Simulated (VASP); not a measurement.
# RbCl (Fm-3m) in VASP: a series of runs

Aim: see how the results for RbCl move with the level of theory and the settings. Levels: PBE, r2SCAN. Tasks: single point, relaxation of cell and atoms.

Everything below comes from runs of VASP 6.6.1. Logs are shortened: lines on timing, memory, paths and dates and some standing lists are left out, and cuts for length are marked.

### Step 1. The cell of the first run

The structure is cubic, space group Fm-3m (No. 225). Conventional cell: a = 6.696 Å, b = 6.696 Å, c = 6.696 Å, α = 90.00°, β = 90.00°, γ = 90.00°. Within 4.4 Å of Rb (site symmetry m-3m) lie 6 Cl at 3.35 Å. Cl (site symmetry m-3m) has 6 Rb at 3.35 Å within 4.4 Å.

### Step 2. Single point, PBE

File INCAR:

```
  PREC = Accurate
  ENCUT = 500
  EDIFF = 1E-6
  ISMEAR = -1
  SIGMA = 0.02
  LREAL = False
  LASPH = True
  NELM = 120
  ALGO = Normal
  ISIF = 2
  LWAVE = False
  LCHARG = True
  GGA = PE
  LELF = True
  LVHAR = True
  NBANDS = 15
  GGA_COMPAT = False
```

File KPOINTS:

```
regular mesh
0
Gamma
  6 6 6
```

File POSCAR:

```
RbCl
1.0
    0.0000000000      3.3481352354      3.3481352354
    3.3481352354      0.0000000000      3.3481352354
    3.3481352354      3.3481352354      0.0000000000
Rb Cl
1 1
Direct
    0.0000000000      0.0000000000      0.0000000000
    0.5000000000      0.5000000000      0.5000000000
```

Potentials or basis: VASP PAW PBE potentials, release 64 (Rb_sv, Cl).

Command:

```bash
$ cat potpaw_PBE.64/Rb_sv/POTCAR potpaw_PBE.64/Cl/POTCAR > POTCAR
$ mpirun -np 1 vasp_std > vasp.out
```

OUTCAR:

```text
PREC = Accurate
   ENCUT = 500
   EDIFF = 1E-6
   ISMEAR = -1
   LREAL = False
   LASPH = True
   NELM = 120
   ISIF = 2
   GGA = PE

 ion  position               nearest neighbor table
   1  0.000  0.000  0.000-   2 3.35   2 3.35   2 3.35   2 3.35   2 3.35   2 3.35
   2  0.500  0.500  0.500-   1 3.35   1 3.35   1 3.35   1 3.35   1 3.35   1 3.35

  LATTYP: Found a face centered cubic cell.
 ALAT       =     6.6962704708

  Lattice vectors:

 A1 = (   0.0000000000,   3.3481352354,   3.3481352354)
 A2 = (   3.3481352354,   0.0000000000,   3.3481352354)
 A3 = (   3.3481352354,   3.3481352354,   0.0000000000)

Analysis of symmetry for initial positions (statically):
=====================================================================
 Subroutine PRICEL returns:
 Original cell was already a primitive cell.

 Routine SETGRP: Setting up the symmetry group for a
 face centered cubic supercell.

 Subroutine GETGRP returns: Found 48 space group operations
 (whereof 48 operations were pure point group operations)
 out of a pool of 48 trial point group operations.

The static configuration has the point symmetry O_h .

Analysis of symmetry for dynamics (positions and initial velocities):
=====================================================================
 Subroutine PRICEL returns:
 Original cell was already a primitive cell.

 Routine SETGRP: Setting up the symmetry group for a
 face centered cubic supercell.

 Subroutine GETGRP returns: Found 48 space group operations
 (whereof 48 operations were pure point group operations)
 out of a pool of 48 trial point group operations.

The dynamic configuration has the point symmetry O_h .

 Subroutine INISYM returns: Found 48 space group operations
 (whereof 48 operations are pure point group operations),
 and found     1 'primitive' translations

----------------------------------------------------------------------------------------

                                     Primitive cell

  volume of cell :      75.0653

  direct lattice vectors                    reciprocal lattice vectors
     0.000000000  3.348135235  3.348135235    -0.149336859  0.149336859  0.149336859
     3.348135235  0.000000000  3.348135235     0.149336859 -0.149336859  0.149336859
     3.348135235  3.348135235  0.000000000     0.149336859  0.149336859 -0.149336859

  length of vectors
     4.734978259  4.734978259  4.734978259     0.258659027  0.258659027  0.258659027

  position of ions in fractional coordinates (direct lattice)
     0.000000000  0.000000000  0.000000000
     0.500000000  0.500000000  0.500000000

  ion indices of the primitive-cell ions
   primitive index   ion index
                 1           1
                 2           2

----------------------------------------------------------------------------------------

 KPOINTS: regular mesh

Automatic generation of k-mesh.
 Grid dimensions read from file:
 generate k-points for:    6    6    6

 Generating k-lattice:

  Cartesian coordinates                     Fractional coordinates (reciprocal lattice)
    -0.024889477  0.024889477  0.024889477     0.166666667  0.000000000  0.000000000
     0.024889477 -0.024889477  0.024889477     0.000000000  0.166666667  0.000000000
     0.024889477  0.024889477 -0.024889477     0.000000000  0.000000000  0.166666667

  Length of vectors
     0.043109838  0.043109838  0.043109838

  Shift w.r.t. Gamma in fractional coordinates (k-lattice)
     0.000000000  0.000000000  0.000000000

 Subroutine IBZKPT returns following result:
 ===========================================

 Found     16 irreducible k-points:

 Following reciprocal coordinates:
            Coordinates               Weight
  0.000000  0.000000  0.000000      1.000000
  0.166667  0.000000  0.000000      8.000000
  0.333333  0.000000  0.000000      8.000000
  0.500000  0.000000  0.000000      4.000000
  0.166667  0.166667  0.000000      6.000000
  0.333333  0.166667  0.000000     24.000000
[... 8 lines left out ...]
 -0.333333  0.333333  0.166667     24.000000
 -0.333333  0.500000  0.166667     12.000000
   k-points           NKPTS =     16   k-points in BZ     NKDIM =     16   number of bands    NBANDS=     15
   number of dos      NEDOS =    301   number of ions     NIONS =      2
   total plane-waves  NPLWV =  46656
   dimension x,y,z NGX =    36 NGY =   36 NGZ =   36
   dimension x,y,z NGXF=    72 NGYF=   72 NGZF=   72
   ions per type =               1   1
   NGX,Y,Z   is equivalent  to a cutoff of  12.64, 12.64, 12.64 a.u.
   NGXF,Y,Z  is equivalent  to a cutoff of  25.28, 25.28, 25.28 a.u.
 SYSTEM =  unknown system
   PREC   = accura    normal or accurate (medium, high low for compatibility)
   ISTART =      0    job   : 0-new  1-cont  2-samecut
   ICHARG =      2    charge: 1-file 2-atom 10-const
   ISPIN  =      1    spin polarized calculation?
   LNONCOLLINEAR =      F non collinear calculations
   LSORBIT =      F    spin-orbit coupling
   LASPH  =      T    aspherical Exc in radial PAW
   ENCUT  =  500.0 eV  36.75 Ry    6.06 a.u.   8.63  8.63  8.63*2*pi/ulx,y,z
   NELM   =    120;   NELMIN=  2; NELMDL= -5     # of ELM steps
   EDIFF  = 0.1E-05   stopping-criterion for ELM
   LREAL  =      F    real-space projection
   EDIFFG = 0.1E-04   stopping-criterion for IOM
   NSW    =      0    number of steps for IOM
   IBRION =     -1    ionic relax: 0-MD 1-quasi-New 2-CG
   NFREE  =      0    steps in history (QN), initial steepest desc. (CG)
   ISIF   =      2    stress and relaxation
   ISYM   =      2    0-nonsym 1-usesym 2-fastsym
   POTIM  = 0.5000    time-step for ionic-motion
   TEBEG  =    0.0;   TEEND  =   0.0 temperature during run
   PSTRESS=    0.0 pullay stress
   NELECT =      16.0000    total number of electrons
   NUPDOWN=      -1.0000    fix difference up-down
   EMIN   =  10.00;   EMAX   =-10.00  energy-range for DOS
   EFERMI =   0.00;   METHOD = LEGACY
   ISMEAR =    -1;   SIGMA  =   0.02  broadening in eV -4-tet -1-fermi 0-gaus
   EFERMI_NEDOS =   21; number of points for ismear=-14 and -15
   IALGO  =     38    algorithm
   IMIX   =      4    mixing-type and parameters
     AMIX     =   0.40;   BMIX     =  1.00
     AMIX_MAG =   1.60;   BMIX_MAG =  1.00
  volume/ion in A,a.u.               =      37.53       253.28
  Fermi-wavevector in a.u.,A,eV,Ry     =   0.977917  1.847994 13.011536  0.956321
  Thomas-Fermi vector in A             =   2.108652
   LORBIT       =      0    0 simple, 1 ext, 2 COOP (PROOUT), +10 PAW based schemes
   GGA     = PE    functional components
   LHFCALC =     F    Hartree Fock is set to
   AEXX    =    0.0000 exact exchange contribution
   IVDW    =     0    specifies the selected vdW correction
   LEPSILON=     F    determine dielectric tensor
   LRPA    =     F    only Hartree local field effects (RPA)
 non-spin polarized calculation
  energy-cutoff  :      500.00
  volume of cell :       75.07
 maximum number of plane-waves:      1932
 NGX is ok and might be reduce to    36
   NGX = 17   NGY = 17   NGZ = 17

 number of electron      16.0000000 magnetization

 Free energy of the ion-electron system (eV)
  ---------------------------------------------------
  ext. energy  EPLUGINS =         0.00000000
  ---------------------------------------------------
  free energy    TOTEN  =        -6.67583220 eV

  energy without entropy =       -6.67583220  energy(sigma->0) =       -6.67583220

 E-fermi :  -1.5974     XC(G=0):  -7.1451

 val. band max:       -2.0643560592   @ k =   0.0000   0.0000   0.0000
 cond. band min:       2.7711942754   @ k =   0.0000   0.0000   0.0000
 fundamental gap:      4.8355503346
 Fermi energy:        -1.5974455341

 k-point     1 :       0.0000    0.0000    0.0000
  band No.  band energies     occupation
      1     -26.1136      2.00000
      2     -14.0181      2.00000
      3     -10.1625      2.00000
      4     -10.1625      2.00000
      5     -10.1625      2.00000
      6      -2.0644      2.00000
      7      -2.0644      2.00000
      8      -2.0644      2.00000
      9       2.7712      0.00000
     10       5.8896      0.00000
     11       5.8896      0.00000
     12       5.8896      0.00000
     13       6.8400      0.00000
     14       6.8400      0.00000
     15       9.8751      0.00000

 k-point     2 :       0.1667    0.0000    0.0000
  band No.  band energies     occupation
      1     -26.1106      2.00000
      2     -14.0301      2.00000
      3     -10.1654      2.00000
      4     -10.1654      2.00000
      5     -10.1586      2.00000
      6      -2.2975      2.00000
      7      -2.1422      2.00000
      8      -2.1422      2.00000
      9       3.3595      0.00000
     10       5.7118      0.00000
     11       6.2163      0.00000
     12       6.2163      0.00000
     13       7.2125      0.00000
     14       7.2125      0.00000
     15      10.8829      0.00000

 k-point     3 :       0.3333    0.0000    0.0000
  band No.  band energies     occupation
      1     -26.1046      2.00000
      2     -14.0537      2.00000
      3     -10.1711      2.00000
      4     -10.1711      2.00000
      5     -10.1509      2.00000
      6      -2.6848      2.00000
      7      -2.2900      2.00000
      8      -2.2900      2.00000
      9       4.6548      0.00000
     10       5.6577      0.00000
     11       7.1117      0.00000
     12       7.1117      0.00000
     13       8.1625      0.00000
     14       8.1625      0.00000
     15      10.4301      0.00000
[... 199 lines left out ...]
 k-point    15 :      -0.3333    0.3333    0.1667
  band No.  band energies     occupation
      1     -26.0989      2.00000
      2     -14.0175      2.00000
      3     -10.2763      2.00000
      4     -10.2713      2.00000
      5     -10.1578      2.00000
      6      -2.5619      2.00000
      7      -2.3166      2.00000
      8      -2.3146      2.00000
      9       5.5352      0.00000
     10       5.5943      0.00000
     11       7.2482      0.00000
     12       7.3039      0.00000
     13       8.7131      0.00000
     14       9.2641      0.00000
     15       9.6986      0.00000

 k-point    16 :      -0.3333    0.5000    0.1667
  band No.  band energies     occupation
      1     -26.0980      2.00000
      2     -13.9944      2.00000
      3     -10.3412      2.00000
      4     -10.2774      2.00000
      5     -10.1784      2.00000
      6      -2.3899      2.00000
      7      -2.3499      2.00000
      8      -2.2427      2.00000
      9       4.8201      0.00000
     10       6.3396      0.00000
     11       6.4884      0.00000
     12       7.5440      0.00000
     13       8.5857      0.00000
     14       9.4428      0.00000
     15       9.8860      0.00000

------------------------ aborting loop because EDIFF is reached ----------------------------------------

  FORCE on cell =-STRESS in cart. coord.  units (eV):
  Direction    XX          YY          ZZ          XY          YZ          ZX
  --------------------------------------------------------------------------------------
  -------------------------------------------------------------------------------------
  Total        0.0033282      0.0033282      0.0033282      0.0000000      0.0000000      0.0000000
  in kB        0.0710369      0.0710369      0.0710369      0.0000000      0.0000000      0.0000000
  external PRESSURE =       0.0710369 kB  Pullay stress =       0.0000000 kB

 VOLUME and BASIS-vectors are now :
 -----------------------------------------------------------------------------
  energy-cutoff  :      500.00
  volume of cell :       75.07
      direct lattice vectors                 reciprocal lattice vectors
     0.000000000  3.348135235  3.348135235    -0.149336859  0.149336859  0.149336859
     3.348135235  0.000000000  3.348135235     0.149336859 -0.149336859  0.149336859
     3.348135235  3.348135235  0.000000000     0.149336859  0.149336859 -0.149336859

 POSITION                                       TOTAL-FORCE (eV/Angst)
 -----------------------------------------------------------------------------------
      0.00000      0.00000      0.00000         0.000000     -0.000000     -0.000000
      3.34814      3.34814      3.34814        -0.000000      0.000000      0.000000
 -----------------------------------------------------------------------------------
    total drift:                                0.000000      0.000000      0.000000

  FREE ENERGIE OF THE ION-ELECTRON SYSTEM (eV)
  ---------------------------------------------------
  free  energy   TOTEN  =        -6.6758322012 eV

  energy  without entropy=       -6.6758322012  energy(sigma->0) =       -6.67583220
```

Run time: 8.3 s. Hardware: 1 thread of Intel Xeon 6975P-C (Granite Rapids), shared host; peak memory 0.2 GiB.

Results:

```
Free energy            : -6.6758 eV
Pressure               : 0.0 GPa
Band gap on the k mesh : 4.84 eV, direct
```

### Step 3. Single point, r2SCAN

This run uses another cell than the first one, of 36.13 Å³/atom, 0.963 times its volume.

File POSCAR:

```
RbCl
1.0
    0.0000000000      3.3058125293      3.3058125293
    3.3058125293      0.0000000000      3.3058125293
    3.3058125293      3.3058125293      0.0000000000
Rb Cl
1 1
Direct
    0.0000000000      0.0000000000      0.0000000000
    0.5000000000      0.5000000000      0.5000000000
```

File INCAR.step1:

```
SYSTEM = RbCl
ALGO = Normal
EDIFF = 1E-5
ENCUT = 550
GGA = PE
GGA_COMPAT = .False.
ISMEAR = -1
LASPH = .True.
LCHARG = .False.
LREAL = .False.
LWAVE = .True.
NBANDS = 15
NELM = 120
PREC = Accurate
SIGMA = 0.02
```

File INCAR.step2:

```
SYSTEM = RbCl
ALGO = Normal
EDIFF = 1E-6
ENCUT = 550
GGA_COMPAT = .False.
ISIF = 2
ISMEAR = -1
ISTART = 1
LASPH = .True.
LCHARG = .False.
LMIXTAU = .True.
LREAL = .False.
LWAVE = .False.
METAGGA = R2SCAN
NBANDS = 15
NELM = 120
PREC = Accurate
SIGMA = 0.02
```

File KPOINTS:

```
k-points
0
Gamma
  6 6 6
  0 0 0
```

Potentials or basis: VASP PAW PBE potentials, release 64 (Rb_sv, Cl).

Command:

```bash
$ cat potpaw_PBE.64/Rb_sv/POTCAR potpaw_PBE.64/Cl/POTCAR > POTCAR
$ cp INCAR.step1 INCAR
$ mpirun -np 1 vasp_std > vasp.out
$ cp INCAR.step2 INCAR
$ mpirun -np 1 vasp_std > vasp.out
```

Wall time 33 s (1 thread of Intel Xeon 6975P-C (Granite Rapids), shared host); peak memory 0.21 GiB.

Results (log left out):

```
Free energy            : -24.3856 eV
Pressure               : 0.0 GPa
Band gap on the k mesh : 5.56 eV, direct
```

Levels at points of the mesh, in eV from the valence-band top:
| k point | band 6 | band 7 | band 8 | band 9 | band 10 | band 11 |
| --- | --- | --- | --- | --- | --- | --- |
| (0.00, 0.00, 0.00) | 0.00 | 0.00 | 0.00 | 5.56 | 8.61 | 8.61 |
| (0.50, 0.00, 0.00) | -0.83 | -0.32 | -0.32 | 8.18 | 8.49 | 10.86 |
| (0.50, 0.50, 0.00) | -0.33 | -0.10 | -0.10 | 6.67 | 8.85 | 10.14 |

Caveat: the PAW data sets were made with another functional, which shifts forces and pressure a little. r2SCAN opens gaps a little over a GGA but as a rule still falls short of measured ones.

(Part 1 of 2 ends here.)
